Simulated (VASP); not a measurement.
# Sn2TeAs2 in VASP: single point with PBE

Aim: the single point of Sn2TeAs2 with PBE.

Everything below comes from runs of VASP 6.6.1. Logs are shortened: lines on timing, memory, paths and dates and some standing lists are left out, and cuts for length are marked.

**1. The cell of the first run**

The typed cell holds 5 atoms: a = 4.110 Å, b = 4.110 Å, c = 9.041 Å, α = 90.00°, β = 90.00°, γ = 90.00°.

The cell was generated, and may not be a known phase.

**2. Single point, PBE**

INCAR reads:

```
SYSTEM = Sn2TeAs2
PREC = Accurate ; ENCUT = 520
EDIFF = 1E-6 ; ISMEAR = 0
SIGMA = 0.2 ; LREAL = .False.
LASPH = .True. ; NELM = 60
ALGO = Normal ; ISIF = 2
LWAVE = .False. ; LCHARG = .False.
GGA = PE ; NBANDS = 30
```

KPOINTS reads:

```
Automatic mesh
0
Gamma
  4 4 2
  0 0 0
```

POSCAR reads:

```
Sn2TeAs2
1.0
    2.9061723033     -2.9063970367      0.0000000000
    2.9061723033      2.9063970367      0.0000000000
    0.0000000000      0.0000000000      9.0412551351
Sn Te As
2 1 2
Direct
    0.0000000000      0.5000000000      0.3011974526
    0.5000000000      0.0000000000      0.6988025474
    0.5000000000      0.5000000000      0.0000000000
    0.0000000000      0.0000000000      0.5000000000
    0.0000000000      0.0000000000      0.0000000000
```

Potentials or basis: VASP PAW PBE potentials, release 64 (Sn_d, Te, As).

Launch:

```
$ cat potpaw_PBE.64/Sn_d/POTCAR potpaw_PBE.64/Te/POTCAR potpaw_PBE.64/As/POTCAR > POTCAR
$ mpirun -np 1 vasp_std > vasp.out
```

OUTCAR:

```text
SYSTEM = Sn2TeAs2
   PREC = Accurate
   ENCUT = 520
   EDIFF = 1E-6
   ISMEAR = 0
   LREAL = .False.
   LASPH = .True.
   NELM = 60
   ISIF = 2
   GGA = PE

 ion  position               nearest neighbor table
   1  0.000  0.500  0.301-   4 2.73   4 2.73   3 3.41   3 3.41
   2  0.500  0.000  0.699-   4 2.73   4 2.73   3 3.41   3 3.41
   3  0.500  0.500  0.000-   5 2.91   5 2.91   5 2.91   5 2.91   2 3.41   1 3.41   1 3.41   2 3.41

   4  0.000  0.000  0.500-   1 2.73   2 2.73   1 2.73   2 2.73
   5  0.000  0.000  0.000-   3 2.91   3 2.91   3 2.91   3 2.91

  LATTYP: Found a base centered orthorhombic cell.
 ALAT       =     5.8123446066
 B/A-ratio  =     1.0000773297
 C/A-ratio  =     1.5555263404

  Lattice vectors:

 A1 = (   2.9061723033,  -2.9063970367,   0.0000000000)
 A2 = (   2.9061723033,   2.9063970367,   0.0000000000)
 A3 = (   0.0000000000,   0.0000000000,   9.0412551351)

Analysis of symmetry for initial positions (statically):
=====================================================================
 Subroutine PRICEL returns:
 Original cell was already a primitive cell.

 Routine SETGRP: Setting up the symmetry group for a
 base centered orthorhombic supercell.

 Subroutine GETGRP returns: Found  4 space group operations
 (whereof  4 operations were pure point group operations)
 out of a pool of  8 trial point group operations.

The static configuration has the point symmetry D_2 .

Analysis of symmetry for dynamics (positions and initial velocities):
=====================================================================
 Subroutine PRICEL returns:
 Original cell was already a primitive cell.

 Routine SETGRP: Setting up the symmetry group for a
 base centered orthorhombic supercell.

 Subroutine GETGRP returns: Found  4 space group operations
 (whereof  4 operations were pure point group operations)
 out of a pool of  8 trial point group operations.

The dynamic configuration has the point symmetry D_2 .

 Subroutine INISYM returns: Found  4 space group operations
 (whereof  4 operations are pure point group operations),
 and found     1 'primitive' translations

----------------------------------------------------------------------------------------

                                     Primitive cell

  volume of cell :     152.7338

  direct lattice vectors                    reciprocal lattice vectors
     2.906172303 -2.906397037  0.000000000     0.172047610 -0.172034307  0.000000000
     2.906172303  2.906397037  0.000000000     0.172047610  0.172034307  0.000000000
     0.000000000  0.000000000  9.041255135     0.000000000  0.000000000  0.110604112

  length of vectors
     4.110107200  4.110107200  9.041255135     0.243302657  0.243302657  0.110604112

  position of ions in fractional coordinates (direct lattice)
     0.000000000  0.500000000  0.301197453
     0.500000000  0.000000000  0.698802547
     0.500000000  0.500000000  0.000000000
     0.000000000  0.000000000  0.500000000
     0.000000000  0.000000000  0.000000000

  ion indices of the primitive-cell ions
   primitive index   ion index
                 1           1
                 2           2
                 3           3
                 4           4
                 5           5

----------------------------------------------------------------------------------------

 KPOINTS: Automatic mesh

Automatic generation of k-mesh.
 Grid dimensions read from file:
 generate k-points for:    4    4    2

 Generating k-lattice:

  Cartesian coordinates                     Fractional coordinates (reciprocal lattice)
     0.043011903 -0.043008577  0.000000000     0.250000000  0.000000000  0.000000000
     0.043011903  0.043008577  0.000000000     0.000000000  0.250000000  0.000000000
     0.000000000  0.000000000  0.055302056     0.000000000  0.000000000  0.500000000

  Length of vectors
     0.060825664  0.060825664  0.055302056

  Shift w.r.t. Gamma in fractional coordinates (k-lattice)
     0.000000000  0.000000000  0.000000000

 Subroutine IBZKPT returns following result:
 ===========================================

 Found     14 irreducible k-points:

 Following reciprocal coordinates:
            Coordinates               Weight
  0.000000  0.000000  0.000000      1.000000
  0.250000  0.000000  0.000000      4.000000
  0.500000  0.000000  0.000000      2.000000
  0.250000  0.250000  0.000000      2.000000
  0.500000  0.250000  0.000000      4.000000
 -0.250000  0.250000  0.000000      2.000000
  0.500000  0.500000  0.000000      1.000000
  0.000000  0.000000  0.500000      1.000000
  0.250000  0.000000  0.500000      4.000000
  0.500000  0.000000  0.500000      2.000000
  0.250000  0.250000  0.500000      2.000000
  0.500000  0.250000  0.500000      4.000000
 -0.250000  0.250000  0.500000      2.000000
  0.500000  0.500000  0.500000      1.000000
   k-points           NKPTS =     14   k-points in BZ     NKDIM =     14   number of bands    NBANDS=     30
   number of dos      NEDOS =    301   number of ions     NIONS =      5
   total plane-waves  NPLWV =  71680
   dimension x,y,z NGX =    32 NGY =   32 NGZ =   70
   dimension x,y,z NGXF=    64 NGYF=   64 NGZF=  140
   ions per type =               2   1   2
   NGX,Y,Z   is equivalent  to a cutoff of  12.94, 12.94, 12.87 a.u.
   NGXF,Y,Z  is equivalent  to a cutoff of  25.89, 25.89, 25.74 a.u.
 SYSTEM =  Sn2TeAs2
   PREC   = accura    normal or accurate (medium, high low for compatibility)
   ISTART =      0    job   : 0-new  1-cont  2-samecut
   ICHARG =      2    charge: 1-file 2-atom 10-const
   ISPIN  =      1    spin polarized calculation?
   LNONCOLLINEAR =      F non collinear calculations
   LSORBIT =      F    spin-orbit coupling
   LASPH  =      T    aspherical Exc in radial PAW
   ENCUT  =  520.0 eV  38.22 Ry    6.18 a.u.   7.64  7.64 16.81*2*pi/ulx,y,z
   NELM   =     60;   NELMIN=  2; NELMDL= -5     # of ELM steps
   EDIFF  = 0.1E-05   stopping-criterion for ELM
   LREAL  =      F    real-space projection
   EDIFFG = 0.1E-04   stopping-criterion for IOM
   NSW    =      0    number of steps for IOM
   IBRION =     -1    ionic relax: 0-MD 1-quasi-New 2-CG
   NFREE  =      0    steps in history (QN), initial steepest desc. (CG)
   ISIF   =      2    stress and relaxation
   ISYM   =      2    0-nonsym 1-usesym 2-fastsym
   POTIM  = 0.5000    time-step for ionic-motion
   TEBEG  =    0.0;   TEEND  =   0.0 temperature during run
   PSTRESS=    0.0 pullay stress
   NELECT =      44.0000    total number of electrons
   NUPDOWN=      -1.0000    fix difference up-down
   EMIN   =  10.00;   EMAX   =-10.00  energy-range for DOS
   EFERMI =   0.00;   METHOD = LEGACY
   ISMEAR =     0;   SIGMA  =   0.20  broadening in eV -4-tet -1-fermi 0-gaus
   EFERMI_NEDOS =   21; number of points for ismear=-14 and -15
   IALGO  =     38    algorithm
   IMIX   =      4    mixing-type and parameters
     AMIX     =   0.40;   BMIX     =  1.00
     AMIX_MAG =   1.60;   BMIX_MAG =  1.00
  volume/ion in A,a.u.               =      30.55       206.14
  Fermi-wavevector in a.u.,A,eV,Ry     =   1.081220  2.043209 15.905708  1.169037
  Thomas-Fermi vector in A             =   2.217231
   LORBIT       =      0    0 simple, 1 ext, 2 COOP (PROOUT), +10 PAW based schemes
   GGA     = PE    functional components
   LHFCALC =     F    Hartree Fock is set to
   AEXX    =    0.0000 exact exchange contribution
   IVDW    =     0    specifies the selected vdW correction
   LEPSILON=     F    determine dielectric tensor
   LRPA    =     F    only Hartree local field effects (RPA)
 non-spin polarized calculation
 Gauss-broadening in eV      SIGMA  =   0.20
  energy-cutoff  :      520.00
  volume of cell :      152.73
 maximum number of plane-waves:      4137
 NGX is ok and might be reduce to    32
   NGX = 15   NGY = 15   NGZ = 33

 number of electron      43.9999992 magnetization

 Free energy of the ion-electron system (eV)
  ---------------------------------------------------
  ext. energy  EPLUGINS =         0.00000000
  ---------------------------------------------------
  free energy    TOTEN  =       -19.26978608 eV

  energy without entropy =      -19.21248645  energy(sigma->0) =      -19.24113626

 E-fermi :   5.0765     XC(G=0):  -9.0959

 val. band max:        5.0418989645   @ k =   0.5000   0.2500   0.5000
 cond. band min:       5.1087040770   @ k =   0.5000   0.0000   0.0000
 fundamental gap:      0.0668051125
 Fermi energy:         5.0765429801

 k-point     1 :       0.0000    0.0000    0.0000
  band No.  band energies     occupation
      1     -16.5022      2.00000
      2     -16.4959      2.00000
      3     -16.4595      2.00000
      4     -16.4595      2.00000
      5     -16.4487      2.00000
      6     -16.4479      2.00000
[... 22 lines left out ...]
     29       8.6609      0.00000
     30       9.7694      0.00000

 k-point     2 :       0.2500    0.0000    0.0000
  band No.  band energies     occupation
      1     -16.4954      2.00000
      2     -16.4892      2.00000
      3     -16.4626      2.00000
      4     -16.4591      2.00000
      5     -16.4513      2.00000
      6     -16.4504      2.00000
[... 22 lines left out ...]
     29       9.3292      0.00000
     30       9.4780      0.00000

 k-point     3 :       0.5000    0.0000    0.0000
  band No.  band energies     occupation
      1     -16.4899      2.00000
      2     -16.4820      2.00000
      3     -16.4656      2.00000
      4     -16.4587      2.00000
      5     -16.4540      2.00000
      6     -16.4528      2.00000
[... 22 lines left out ...]
     29       9.0111      0.00000
     30      10.1859      0.00000

 k-point     4 :       0.2500    0.2500    0.0000
  band No.  band energies     occupation
      1     -16.4874      2.00000
      2     -16.4834      2.00000
      3     -16.4635      2.00000
      4     -16.4609      2.00000
      5     -16.4539      2.00000
      6     -16.4533      2.00000
[... 286 lines left out ...]
     29       8.6339      0.00000
     30       9.3690      0.00000

 k-point    13 :      -0.2500    0.2500    0.5000
  band No.  band energies     occupation
      1     -16.4874      2.00000
      2     -16.4835      2.00000
      3     -16.4631      2.00000
      4     -16.4613      2.00000
      5     -16.4538      2.00000
      6     -16.4533      2.00000
[... 22 lines left out ...]
     29       9.3414      0.00000
     30       9.6022      0.00000

 k-point    14 :       0.5000    0.5000    0.5000
  band No.  band energies     occupation
      1     -16.4718      2.00000
      2     -16.4718      2.00000
      3     -16.4666      2.00000
      4     -16.4628      2.00000
      5     -16.4589      2.00000
      6     -16.4589      2.00000
[... 22 lines left out ...]
     29      10.4456      0.00000
     30      10.4471      0.00000

------------------------ aborting loop because EDIFF is reached ----------------------------------------

  FORCE on cell =-STRESS in cart. coord.  units (eV):
  Direction    XX          YY          ZZ          XY          YZ          ZX
  --------------------------------------------------------------------------------------
  -------------------------------------------------------------------------------------
  Total       -0.0097006     -0.0159866      0.0100170      0.0000000      0.0000000      0.0000000
  in kB       -0.1017588     -0.1676992      0.1050784      0.0000000      0.0000000      0.0000000
  external PRESSURE =      -0.0547932 kB  Pullay stress =       0.0000000 kB

 VOLUME and BASIS-vectors are now :
 -----------------------------------------------------------------------------
  energy-cutoff  :      520.00
  volume of cell :      152.73
      direct lattice vectors                 reciprocal lattice vectors
     2.906172303 -2.906397037  0.000000000     0.172047610 -0.172034307  0.000000000
     2.906172303  2.906397037  0.000000000     0.172047610  0.172034307  0.000000000
     0.000000000  0.000000000  9.041255135     0.000000000  0.000000000  0.110604112

 POSITION                                       TOTAL-FORCE (eV/Angst)
 -----------------------------------------------------------------------------------
      1.45309      1.45320      2.72320        -0.000000     -0.000000     -0.009643
      1.45309     -1.45320      6.31805         0.000000      0.000000      0.009643
      2.90617      0.00000      0.00000        -0.000000      0.000000      0.000000
      0.00000      0.00000      4.52063        -0.000000     -0.000000      0.000000
      0.00000      0.00000      0.00000        -0.000000      0.000000      0.000000
 -----------------------------------------------------------------------------------
    total drift:                                0.000000     -0.000000      0.000000

  FREE ENERGIE OF THE ION-ELECTRON SYSTEM (eV)
  ---------------------------------------------------
  free  energy   TOTEN  =       -19.2697860810 eV

  energy  without entropy=      -19.2124864464  energy(sigma->0) =      -19.24113626
```

It took 89 s on 1 thread of Intel Xeon 8259CL, shared host; peak memory 0.28 GiB.

Results:

- Free energy: -19.2698 eV
- Pressure: 0.0 GPa
- Largest force: 0.010 eV/Å
- Band gap on the k mesh: zero (bands 22 and 23 overlap by 1.79 eV)

Forces in eV/Å, atoms in the order of the input:
```
Sn   0.000  0.000 -0.010
Sn   0.000  0.000  0.010
Te   0.000  0.000  0.000
As   0.000  0.000  0.000
As   0.000  0.000  0.000
```

Levels at points of the mesh, in eV from the Fermi level:
```tsv
k point	band 19	band 20	band 21	band 22	band 23	band 24	band 25	band 26
(0.00, 0.00, 0.00)	-1.53	-1.53	0.44	0.93	1.41	1.68	1.68	2.57
(0.50, 0.00, 0.00)	-1.66	-1.44	-1.00	-0.90	-0.86	-0.42	0.03	2.60
(0.50, 0.50, 0.00)	-3.09	-1.71	-1.71	-1.10	-0.79	1.40	1.58	3.42
(0.00, 0.00, 0.50)	-1.62	-1.62	-0.45	0.43	1.92	2.17	2.23	2.23
(0.50, 0.00, 0.50)	-1.84	-1.40	-1.30	-0.92	-0.56	0.28	1.88	2.25
(0.50, 0.50, 0.50)	-3.21	-1.89	-1.54	-1.54	-0.16	0.25	2.25	2.25
```

Caveat: the k points lie up to 0.38 Å⁻¹ apart, too coarse for converged energies and pressures of a metal; spin-orbit coupling is left out, which moves the levels of the heavy elements.

The gap in the log of VASP goes by the Fermi energy; the results here count the filled bands.